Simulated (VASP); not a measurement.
Here is a VASP 6.6.1 calculation.

The input INCAR:

```
PREC = Accurate
ENCUT = 520
EDIFF = 1E-6
ISMEAR = 0
SIGMA = 0.05
LREAL = False
LASPH = True
NELM = 60
ALGO = Normal
ISIF = 2
LWAVE = False
LCHARG = False
GGA = PE
IVDW = 12
NBANDS = 11
```

The input KPOINTS:

```
Automatic mesh
0
Gamma
  15 15 15
```

Contents of POSCAR:

```
C
1.0
    1.2632929494      0.7293625244      3.4449600376
   -1.2632929494      0.7293625244      3.4449600376
    0.0000000000     -1.4587250488      3.4449600375
C
2
Direct
    0.1760175946      0.1760175946      0.1760175946
    0.8239824054      0.8239824054      0.8239824054
```

Potentials or basis: VASP PAW PBE potentials, release 64 (C).

Launch:

```console
$ cat potpaw_PBE.64/C/POTCAR > POTCAR
$ mpirun -np 1 vasp_std > vasp.out
```

(1) Predict the largest force.

(2) What does it give for the dispersion energy per atom?

(3) What does it give for the band gap on the k mesh?

Results:

(1) 3.216 eV/Å.

(2) -0.149 eV.

(3) 0.36 eV, direct.

Caveat: forces of over 1 eV/Å act on the atoms, so gaps and moduli don't describe the material at rest.
